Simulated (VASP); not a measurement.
Runs of VASP 6.6.1 on HfB2. The structure is that of space group P6/mmm (No. 191), or close to it. The cells are those of the table. 

```tsv
cell	gap on the mesh (eV)	pressure (GPa)
a = 3.168, b = 3.168, c = 3.511 Å, angles 90.0, 90.0, 120.0°, 3 atoms	none	0.5
a = 3.222, b = 3.222, c = 3.570 Å, angles 90.0, 90.0, 120.0°, 3 atoms	none	-10.5
a = 3.083, b = 3.083, c = 3.417 Å, angles 90.0, 90.0, 120.0°, 3 atoms	none	23.4
a = 3.112, b = 3.112, c = 3.449 Å, angles 90.0, 90.0, 120.0°, 3 atoms	none	14.8
a = 3.195, b = 3.195, c = 3.541 Å, angles 90.0, 90.0, 120.0°, 3 atoms	none	(a)
a = 3.140, b = 3.140, c = 3.480 Å, angles 90.0, 90.0, 120.0°, 3 atoms	none	7.2
a = 3.054, b = 3.054, c = 3.385 Å, angles 90.0, 90.0, 120.0°, 3 atoms	none	(b)
```

Alike in all rows: task single point; level pbe exchange, lyp correlation; potentials or basis VASP PAW PBE potentials, release 64 (Hf_pv, B); no spin polarisation; k mesh 11 × 11 × 8; cutoff (eV) 500; smearing fermi-dirac 0.2 eV.

Question: Estimate the missing entries.

Answer: (a) -5.3; (b) 33.3.

Caveats: the PAW data sets were made with another functional, which shifts forces and pressure a little; spin-orbit coupling is left out, which moves the levels of the heavy elements; the cell stands under pressure (at least some runs); the cell stands under tension (at least some runs).

A k mesh can miss the band edges, and the runs leave out spin-orbit coupling on Hf.

A gap of «none» marks levels without a gap at the run's occupations.
